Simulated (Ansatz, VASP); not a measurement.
NaCl: VASP beside Ansatz

Contents of INCAR:

```
SYSTEM = NaCl
ALGO     = Normal         ! electronic algorithm
EDIFF    = 1E-6           ! SCF threshold, eV
ENCUT    = 520            ! plane-wave cutoff, eV
GGA      = PE             ! functional
ISIF     = 2              ! what is computed and relaxed
ISMEAR   = 0              ! smearing method
LASPH    = .True.         ! aspherical terms in the spheres
LCHARG   = .False.        ! write CHGCAR
LREAL    = .False.        ! projectors in reciprocal space
LWAVE    = .False.        ! write WAVECAR
NBANDS   = 14             ! bands
NELM     = 80             ! most SCF steps
PREC     = Accurate       ! precision mode
SIGMA    = 0.02           ! smearing width, eV
```

Contents of KPOINTS:

```
k-points
0
Gamma
  12 12 12
  0 0 0
```

Contents of POSCAR:

```
NaCl
1.0
    0.0000000000      2.8100000000      2.8100000000
    2.8100000000      0.0000000000      2.8100000000
    2.8100000000      2.8100000000      0.0000000000
Na Cl
1 1
Direct
    0.0000000000      0.0000000000      0.0000000000
    0.5000000000      0.5000000000      0.5000000000
```

Input for Ansatz:

```yaml
crystal:
  lattice:
    - [0.0, 2.81, 2.81]
    - [2.81, 0.0, 2.81]
    - [2.81, 2.81, 0.0]
  atoms:
    - { symbol: Na, position: [0.0, 0.0, 0.0] }
    - { symbol: Cl, position: [0.5, 0.5, 0.5] }
basis:
  ecutwfc: 420
kpoints:
  mp_grid: { grid: [12, 12, 12] }
hamiltonian:
  xc: pbe
scf:
  occupations: { method: gaussian, width: 0.02 }
output:
  forces: true
  stress: true
  eigenvalues: true
```

Alike in both runs: task single point; functional PBE; k mesh 12 × 12 × 12; occupations gaussian, width 0.02 eV; no spin polarisation.

```csv
,VASP,Ansatz
version,VASP 6.6.1,Ansatz 0.2.0
potentials or method,"VASP PAW PBE potentials, release 64 (Na_pv, Cl), cutoff 520 eV","scalar-relativistic, plane waves, PAW"
valence electrons in the cell,14,16
```

|  | VASP | Ansatz | Ansatz less VASP |
| --- | --- | --- | --- |
| gap on the k mesh at the Fermi level (eV) | 5.15 | 5.15 | 0.000 |
| least direct gap on the mesh (eV) | 5.15 | 5.15 | 0.000 |
| pressure (GPa) | 1.0 | 1.0 | +0.02 |

VASP's potentials hold 14 valence electrons a cell and Ansatz's 16, so a difference there can come from the potentials and not from the codes.
